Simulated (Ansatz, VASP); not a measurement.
**CdF2: VASP beside Ansatz**

```
CELL_PARAMETERS angstrom
3.84562 0.00000 0.00000
0.00000 3.90403 0.00000
0.00000 0.00000 5.48409
ATOMIC_POSITIONS crystal
Cd 0.00000 0.00000 0.75000
Cd 0.50000 0.50000 0.25000
F 0.00000 0.50000 0.50060
F 0.50000 0.00000 0.49940
F 0.00000 0.50000 0.99954
F 0.50000 0.00000 0.00046
```

Change from the starting cell: ordered vacancies on the cation sites of rock salt (Pmmn, No. 59).

Alike in both runs: functional PBE; k mesh 6 × 4 × 4; occupations gaussian, width 0.1 eV; no spin polarisation.

Ansatz relaxed the structure, and its values are those at the end. VASP's run is a single point on that final structure, the one shown.

```csv
,VASP,Ansatz
version,VASP 6.6.1,Ansatz 0.2.0
potentials or method,"VASP PAW PBE potentials, release 64 (Cd, F), cutoff 520 eV","scalar-relativistic, plane waves, PAW"
valence electrons in the cell,52,68
```

VASP gave:

- gap on the k mesh at the Fermi level (eV): 2.89
- least direct gap on the mesh (eV): 2.95
- pressure (GPa): 0.6

Question: Which values does Ansatz return?

Answer: gap on the k mesh at the Fermi level (eV): 2.92; least direct gap on the mesh (eV): 2.98; pressure (GPa): 0.0.

VASP's potentials hold 52 valence electrons a cell and Ansatz's 68, so a difference there can come from the potentials and not from the codes.
